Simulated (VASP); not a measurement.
Runs of VASP 6.6.1 on CaS. Symmetry: Fm-3m, No. 225, cubic system. Conventional cell: a = 5.696 Å, b = 5.696 Å, c = 5.696 Å, α = 90.00°, β = 90.00°, γ = 90.00°. Within 3.8 Å of Ca (site symmetry m-3m) lie 6 S at 2.85 Å. S (site symmetry m-3m) has 6 Ca at 2.85 Å within 3.8 Å. 

```tsv
level	potentials or basis	k mesh	cutoff (eV)	grid for exact exchange (PRECFOCK)	share of exact exchange	screening parameter	gap on the mesh (eV)	pressure (GPa)
PBE	VASP PAW PBE potentials, release 64 (Ca_sv, S)	6 × 6 × 6	500	-	-	-	2.36	0.6
PBE	VASP PAW PBE potentials, release 64 (Ca_sv, S)	4 × 4 × 4	500	-	-	-	2.35	(c)
HSE06	VASP PAW PBE potentials, release 64 (Ca_sv, S)	4 × 4 × 4	400	Normal	0.25	0.2079 1/Å	3.40	0.3
LDA	VASP PAW LDA potentials, release 64 (Ca_sv, S)	4 × 4 × 4	500	-	-	-	2.13	-3.8
r2SCAN	VASP PAW PBE potentials, release 64 (Ca_sv, S)	4 × 4 × 4	550	-	-	-	(a)	(b)
```

Alike in all rows: task single point; no spin polarisation; cell as given; smearing gaussian 0.01 eV.

**Question.** Estimate the missing entries.

**Answer.** (a) 2.80; (b) 0.4; (c) 0.7.

Caveats: some runs use coarse meshes; the PAW data sets were made with another functional, which shifts forces and pressure a little (at least some runs).

A k mesh can miss the band edges.
